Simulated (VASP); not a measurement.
# W (P3_121) in VASP: relaxation of cell and atoms with r2SCAN

Aim: the relaxation of cell and atoms of W with r2SCAN.

All numbers are computed with VASP 6.6.1; they aren't measurements. Logs are shortened: lines on timing, memory, paths and dates and some standing lists are left out, and cuts for length are marked.

## (1) The cell of the first run

It takes space group P3_121 (No. 152, trigonal). Conventional cell: a = 3.675 Å, b = 3.675 Å, c = 4.169 Å, α = 90.00°, β = 90.00°, γ = 120.00°. W (site symmetry 2) has 2 W at 2.00 Å within 2.6 Å.

## (2) Relaxation of cell and atoms, r2SCAN

Contents of POSCAR:

```
W
1.0
    3.6747199417      0.0000000000      0.0000000000
   -1.8373599709      3.1824008214      0.0000000000
    0.0000000000      0.0000000000      4.1690927847
W
3
Direct
    0.2254000000      0.0000000000      0.3333333333
    0.0000000000      0.2254000000      0.6666666667
    0.7746000000      0.7746000000      0.0000000000
```

Contents of INCAR.step1:

```
  PREC = Accurate
  ENCUT = 600
  ISMEAR = 0
  SIGMA = 0.1
  LREAL = F
  LASPH = T
  NELM = 100
  GGA = PE
  ALGO = Normal
  EDIFF = 1E-4
  LWAVE = T
  LCHARG = F
```

Contents of INCAR.step2:

```
  PREC = Accurate
  ENCUT = 600
  EDIFF = 1E-6
  ISMEAR = 0
  SIGMA = 0.1
  LREAL = F
  LASPH = T
  NELM = 100
  ALGO = Normal
  ISIF = 3
  LWAVE = F
  LCHARG = F
  METAGGA = R2SCAN
  LMIXTAU = T
  IBRION = 2
  NSW = 90
  EDIFFG = -0.04
  ISTART = 1
```

Contents of KPOINTS:

```
regular mesh
0
Gamma
  6 6 4
```

Potentials or basis: VASP PAW PBE potentials, release 64 (W_sv).

Run with:

```console
> cat potpaw_PBE.64/W_sv/POTCAR > POTCAR
> cp INCAR.step1 INCAR
> mpirun -np 1 vasp_std > vasp.out
> cp INCAR.step2 INCAR
> mpirun -np 1 vasp_std > vasp.out
```

OUTCAR:

```text
PREC = Accurate
   ENCUT = 600
   EDIFF = 1E-6
   ISMEAR = 0
   LREAL = F
   LASPH = T
   NELM = 100
   ISIF = 3
   METAGGA = R2SCAN
   IBRION = 2
   NSW = 90
   EDIFFG = -0.04
   ISTART = 1

 ion  position               nearest neighbor table
   1  0.225  0.000  0.333-   3 2.00   2 2.00   3 2.89   3 2.89   2 2.89   2 2.89   2 3.13   3 3.13

   2  0.000  0.225  0.667-   3 2.00   1 2.00   3 2.89   3 2.89   1 2.89   1 2.89   1 3.13   3 3.13

   3  0.775  0.775  0.000-   1 2.00   2 2.00   2 2.89   1 2.89   2 2.89   1 2.89   1 3.13   2 3.13

  LATTYP: Found a hexagonal cell.
 ALAT       =     3.6747199417
 C/A-ratio  =     1.1345334749

  Lattice vectors:

 A1 = (   3.6747199417,   0.0000000000,   0.0000000000)
 A2 = (  -1.8373599709,   3.1824008214,   0.0000000000)
 A3 = (   0.0000000000,   0.0000000000,   4.1690927847)

Analysis of symmetry for initial positions (statically):
=====================================================================
 Subroutine PRICEL returns:
 Original cell was already a primitive cell.

 Routine SETGRP: Setting up the symmetry group for a
 hexagonal supercell.

 Subroutine GETGRP returns: Found  6 space group operations
 (whereof  2 operations were pure point group operations)
 out of a pool of 24 trial point group operations.

The static configuration has the point symmetry C_2 .
 The point group associated with its full space group is D_3 .

Analysis of symmetry for dynamics (positions and initial velocities):
=====================================================================
 Subroutine PRICEL returns:
 Original cell was already a primitive cell.

 Routine SETGRP: Setting up the symmetry group for a
 hexagonal supercell.

 Subroutine GETGRP returns: Found  6 space group operations
 (whereof  2 operations were pure point group operations)
 out of a pool of 24 trial point group operations.

The dynamic configuration has the point symmetry C_2 .
 The point group associated with its full space group is D_3 .

 Subroutine INISYM returns: Found  6 space group operations
 (whereof  2 operations are pure point group operations),
 and found     1 'primitive' translations

----------------------------------------------------------------------------------------

                                     Primitive cell

  volume of cell :      48.7552

  direct lattice vectors                    reciprocal lattice vectors
     3.674719942  0.000000000  0.000000000     0.272129582  0.157114087  0.000000000
    -1.837359971  3.182400821  0.000000000     0.000000000  0.314228174  0.000000000
     0.000000000  0.000000000  4.169092785     0.000000000  0.000000000  0.239860337

  length of vectors
     3.674719942  3.674719942  4.169092785     0.314228174  0.314228174  0.239860337

  position of ions in fractional coordinates (direct lattice)
     0.225400000  0.000000000  0.333333333
     0.000000000  0.225400000  0.666666667
     0.774600000  0.774600000  0.000000000

  ion indices of the primitive-cell ions
   primitive index   ion index
                 1           1
                 2           2
                 3           3

----------------------------------------------------------------------------------------

 KPOINTS: regular mesh

Automatic generation of k-mesh.
 Grid dimensions read from file:
 generate k-points for:    6    6    4

 Generating k-lattice:

  Cartesian coordinates                     Fractional coordinates (reciprocal lattice)
     0.045354930  0.026185681  0.000000000     0.166666667  0.000000000  0.000000000
     0.000000000  0.052371362  0.000000000     0.000000000  0.166666667  0.000000000
     0.000000000  0.000000000  0.059965084     0.000000000  0.000000000  0.250000000

  Length of vectors
     0.052371362  0.052371362  0.059965084

  Shift w.r.t. Gamma in fractional coordinates (k-lattice)
     0.000000000  0.000000000  0.000000000

 Subroutine IBZKPT returns following result:
 ===========================================

 Found     24 irreducible k-points:

 Following reciprocal coordinates:
            Coordinates               Weight
  0.000000  0.000000  0.000000      1.000000
  0.166667 -0.000000  0.000000      6.000000
  0.333333 -0.000000  0.000000      6.000000
  0.500000 -0.000000  0.000000      3.000000
  0.166667  0.166667  0.000000      6.000000
  0.333333  0.166667  0.000000     12.000000
[... 16 lines left out ...]
  0.333333  0.166667  0.500000     12.000000
  0.333333  0.333333  0.500000      2.000000
   k-points           NKPTS =     24   k-points in BZ     NKDIM =     24   number of bands    NBANDS=     25
   number of dos      NEDOS =    301   number of ions     NIONS =      3
   total plane-waves  NPLWV =  32400
   dimension x,y,z NGX =    30 NGY =   30 NGZ =   36
   dimension x,y,z NGXF=    60 NGYF=   60 NGZF=   72
   ions per type =               3
   NGX,Y,Z   is equivalent  to a cutoff of  13.57, 13.57, 14.36 a.u.
   NGXF,Y,Z  is equivalent  to a cutoff of  27.14, 27.14, 28.71 a.u.
 SYSTEM =  unknown system
   PREC   = accura    normal or accurate (medium, high low for compatibility)
   ISTART =      1    job   : 0-new  1-cont  2-samecut
   ICHARG =      0    charge: 1-file 2-atom 10-const
   ISPIN  =      1    spin polarized calculation?
   LNONCOLLINEAR =      F non collinear calculations
   LSORBIT =      F    spin-orbit coupling
   LASPH  =      T    aspherical Exc in radial PAW
   ENCUT  =  600.0 eV  44.10 Ry    6.64 a.u.   7.34  7.34  8.33*2*pi/ulx,y,z
   NELM   =    100;   NELMIN=  2; NELMDL=  0     # of ELM steps
   EDIFF  = 0.1E-05   stopping-criterion for ELM
   LREAL  =      F    real-space projection
   EDIFFG = -.4E-01   stopping-criterion for IOM
   NSW    =     90    number of steps for IOM
   IBRION =      2    ionic relax: 0-MD 1-quasi-New 2-CG
   NFREE  =      1    steps in history (QN), initial steepest desc. (CG)
   ISIF   =      3    stress and relaxation
   ISYM   =      2    0-nonsym 1-usesym 2-fastsym
   POTIM  = 0.5000    time-step for ionic-motion
   TEBEG  =    0.0;   TEEND  =   0.0 temperature during run
   PSTRESS=    0.0 pullay stress
   NELECT =      42.0000    total number of electrons
   NUPDOWN=      -1.0000    fix difference up-down
   EMIN   =  10.00;   EMAX   =-10.00  energy-range for DOS
   EFERMI =   0.00;   METHOD = LEGACY
   ISMEAR =     0;   SIGMA  =   0.10  broadening in eV -4-tet -1-fermi 0-gaus
   EFERMI_NEDOS =   21; number of points for ismear=-14 and -15
   IALGO  =     38    algorithm
   IMIX   =      4    mixing-type and parameters
     AMIX     =   0.40;   BMIX     =  1.00
     AMIX_MAG =   1.60;   BMIX_MAG =  1.00
  volume/ion in A,a.u.               =      16.25       109.67
  Fermi-wavevector in a.u.,A,eV,Ry     =   1.557702  2.943630 33.013658  2.426435
  Thomas-Fermi vector in A             =   2.661314
   LORBIT       =      0    0 simple, 1 ext, 2 COOP (PROOUT), +10 PAW based schemes
   METAGGA = R2SCAN    functional components
   LHFCALC =     F    Hartree Fock is set to
   AEXX    =    0.0000 exact exchange contribution
   IVDW    =     0    specifies the selected vdW correction
   LEPSILON=     F    determine dielectric tensor
   LRPA    =     F    only Hartree local field effects (RPA)
 conjugate gradient relaxation of ions
 non-spin polarized calculation
 Gauss-broadening in eV      SIGMA  =   0.10
  energy-cutoff  :      600.00
  volume of cell :       48.76
 maximum number of plane-waves:      1660
 NGX is ok and might be reduce to    30
   NGX = 15   NGY = 15   NGZ = 17

--------------------------------------- Ionic step        1  -------------------------------------------

 number of electron      42.0000000 magnetization

 Free energy of the ion-electron system (eV)
  ---------------------------------------------------
  ext. energy  EPLUGINS =         0.00000000
  ---------------------------------------------------
  free energy    TOTEN  =      -139.25446920 eV

  energy without entropy =     -139.23776062  energy(sigma->0) =     -139.24611491

------------------------ aborting loop because EDIFF is reached ----------------------------------------

  FORCE on cell =-STRESS in cart. coord.  units (eV):
  Direction    XX          YY          ZZ          XY          YZ          ZX
  --------------------------------------------------------------------------------------
  -------------------------------------------------------------------------------------
  Total       26.1942819     26.1942819     47.0474207     -0.0000000     -0.0000000     -0.0000000
  in kB      860.7883785    860.7883785   1546.0577657     -0.0000000     -0.0000000     -0.0000000
  external PRESSURE =    1089.2115076 kB  Pullay stress =       0.0000000 kB
[... 24 lines left out ...]
--------------------------------------- Ionic step        2  -------------------------------------------

 number of electron      41.9999946 magnetization

 E-fermi :  -0.0522     XC(G=0):  -7.7872

 val. band max:       -0.0574049417   @ k =   0.3333   0.1667   0.2500
 cond. band min:      -0.0181589659   @ k =   0.3333   0.1667   0.2500
 fundamental gap:      0.0392459757
 Fermi energy:        -0.0522250877

 k-point     1 :       0.0000    0.0000    0.0000
  band No.  band energies     occupation
      1     -76.7191      2.00000
      2     -76.7168      2.00000
      3     -76.7168      2.00000
      4     -40.2383      2.00000
      5     -40.2382      2.00000
      6     -40.2238      2.00000
[... 728 lines left out ...]
  FREE ENERGIE OF THE ION-ELECTRON SYSTEM (eV)
  ---------------------------------------------------
  free  energy   TOTEN  =      -134.4856274658 eV

  energy  without entropy=     -134.4450820669  energy(sigma->0) =     -134.46535477

 E-fermi :   2.2915     XC(G=0):  -9.8900

 val. band max:        2.2853561056   @ k =   0.0000   0.3333   0.2500
 cond. band min:       2.2966806739   @ k =   0.0000   0.0000   0.2500
 fundamental gap:      0.0113245683
 Fermi energy:         2.2915186757

 k-point     1 :       0.0000    0.0000    0.0000
  band No.  band energies     occupation
      1     -74.2701      2.00000
      2     -74.2548      2.00000
      3     -74.2548      2.00000
      4     -37.7515      2.00000
      5     -37.7515      2.00000
      6     -37.7095      2.00000
[... 661 lines left out ...]
     24       2.6250      0.00000
     25       3.7300      0.00000

 E-fermi :   9.8131     XC(G=0): -14.2460

 val. band max:        9.7929650565   @ k =   0.1667   0.1667   0.2500
 cond. band min:       9.8364638209   @ k =   0.5000  -0.0000   0.5000
 fundamental gap:      0.0434987644
 Fermi energy:         9.8130775987

 k-point     1 :       0.0000    0.0000    0.0000
  band No.  band energies     occupation
      1     -66.1534      2.00000
      2     -65.9520      2.00000
      3     -65.9520      2.00000
      4     -30.4232      2.00000
      5     -30.0085      2.00000
      6     -30.0085      2.00000
[... 661 lines left out ...]
     24      11.6133      0.00000
     25      14.4850      0.00000

[... ionic steps 4 to 29 ...]

--------------------------------------- Ionic step       30  -------------------------------------------

 number of electron      42.0000010 magnetization

------------------------ aborting loop because EDIFF is reached ----------------------------------------
[... 69 lines left out ...]
--------------------------------------- Ionic step       32  -------------------------------------------

 number of electron      42.0000010 magnetization

 Free energy of the ion-electron system (eV)
  ---------------------------------------------------
  ext. energy  EPLUGINS =         0.00000000
  ---------------------------------------------------
  free energy    TOTEN  =      -153.94425160 eV

  energy without entropy =     -153.93750661  energy(sigma->0) =     -153.94087910

 E-fermi :  11.0290     XC(G=0): -14.9018

 val. band max:       11.0147923551   @ k =   0.3333  -0.0000   0.5000
 cond. band min:      11.0990535384   @ k =   0.1667   0.1667   0.0000
 fundamental gap:      0.0842611833
 Fermi energy:        11.0290320766

 k-point     1 :       0.0000    0.0000    0.0000
  band No.  band energies     occupation
      1     -64.9696      2.00000
      2     -64.7980      2.00000
      3     -64.7980      2.00000
      4     -28.7762      2.00000
      5     -28.7731      2.00000
      6     -28.7731      2.00000
[... 691 lines left out ...]
  FREE ENERGIE OF THE ION-ELECTRON SYSTEM (eV)
  ---------------------------------------------------
  free  energy   TOTEN  =      -153.9442516009 eV

  energy  without entropy=     -153.9375066071  energy(sigma->0) =     -153.94087910

 reached required accuracy - stopping structural energy minimisation
```

Wall time 47 min (1 thread of Intel Xeon Platinum 8488C (Sapphire Rapids), shared host); peak memory 0.21 GiB.

Results:

* Free energy: -153.9443 eV
* Relaxed volume: 15.99 Å³/atom
* Relaxed cell: a = 4.461 Å, b = 4.461 Å, c = 2.784 Å, α = 90.00°, β = 90.00°, γ = 120.00°
* Space group after relaxing (to 0.1 Å): Im-3m (No. 229)
* Pressure after relaxing: 0.1 GPa
* Largest force after relaxing: 0.028 eV/Å
* Band gap on the k mesh: zero (bands 21 and 22 overlap by 4.18 eV)

Forces in eV/Å, atoms in the order of the input:
```
W    0.028  0.000  0.000
W   -0.014  0.025  0.000
W   -0.014 -0.025  0.000
```

Stress tensor (GPa, compression positive):
```
0.00 0.00 0.00
0.00 0.00 0.00
0.00 0.00 0.37
```

Final structure:
```
CELL_PARAMETERS angstrom
4.46067 0.00000 0.00000
-2.23034 3.86305 0.00000
0.00000 0.00000 2.78435
ATOMIC_POSITIONS crystal
W 0.33307 0.00000 0.33333
W 0.00000 0.33307 0.66667
W 0.66693 0.66693 0.00000
```

Levels at points of the mesh, in eV from the Fermi level:
```tsv
k point	band 18	band 19	band 20	band 21	band 22	band 23	band 24	band 25
(0.00, 0.00, 0.00)	-2.67	-2.66	-1.26	-1.26	-0.90	2.69	2.69	3.02
(0.50, 0.00, 0.00)	-2.53	-2.33	-2.33	0.74	1.33	1.33	2.43	2.86
(0.00, 0.00, 0.50)	-3.37	-3.37	-3.37	3.28	3.28	3.28	3.29	5.54
(0.50, 0.00, 0.50)	-3.61	-2.01	-2.01	0.52	1.76	1.76	2.59	3.65
```

Caveat: the k points lie up to 0.56 Å⁻¹ apart in the final cell, too coarse for converged energies and pressures of a metal; a cell axis changed by over 15 % at a fixed basis, so the end point is rough; the PAW data sets were made with another functional, which shifts forces and pressure a little; spin-orbit coupling is left out, which moves the levels of the heavy elements.

The gap in the log of VASP goes by the Fermi energy; the results here count the filled bands.